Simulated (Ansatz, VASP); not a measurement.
## Hf2Si in VASP and in Ansatz

```
CELL_PARAMETERS angstrom
-3.26484 3.26484 2.57359
3.26484 -3.26484 2.57359
3.26484 3.26484 -2.57359
ATOMIC_POSITIONS crystal
Hf 0.84342 0.65658 0.50000
Hf 0.34342 0.84342 0.18684
Hf 0.15658 0.34342 0.50000
Hf 0.65658 0.15658 0.81316
Si 0.75000 0.75000 0.00000
Si 0.25000 0.25000 0.00000
```

Alike in both runs: functional r2SCAN; dispersion D3(BJ); k mesh 10 × 10 × 10; occupations gaussian, width 0.1 eV; no spin polarisation.

Ansatz relaxed the structure, and its values are those at the end. VASP's run is a single point on that final structure, the one shown.

|  | VASP | Ansatz |
| --- | --- | --- |
| version | VASP 6.6.1 | Ansatz 0.2.0 |
| potentials or method | VASP PAW PBE potentials, release 64 (Hf_pv, Si), cutoff 520 eV | scalar-relativistic, plane waves, PAW |
| valence electrons in the cell | 48 | 112 |

```tsv
	VASP	Ansatz	Ansatz less VASP
gap on the k mesh at the Fermi level (eV)	none	none	-
pressure (GPa)	-0.5	0.0	+0.51
rms of the force components (eV/Å)	0.011	0.006	-0.0057
```

VASP's potentials were made for PBE, not for r2SCAN. A gap of «none» marks a metal or a gap that the smearing closes. VASP's potentials hold 48 valence electrons a cell and Ansatz's 112, so a difference there can come from the potentials and not from the codes. Ansatz's warnings: dispersion damping borrowed.

Spin-orbit coupling is off throughout.
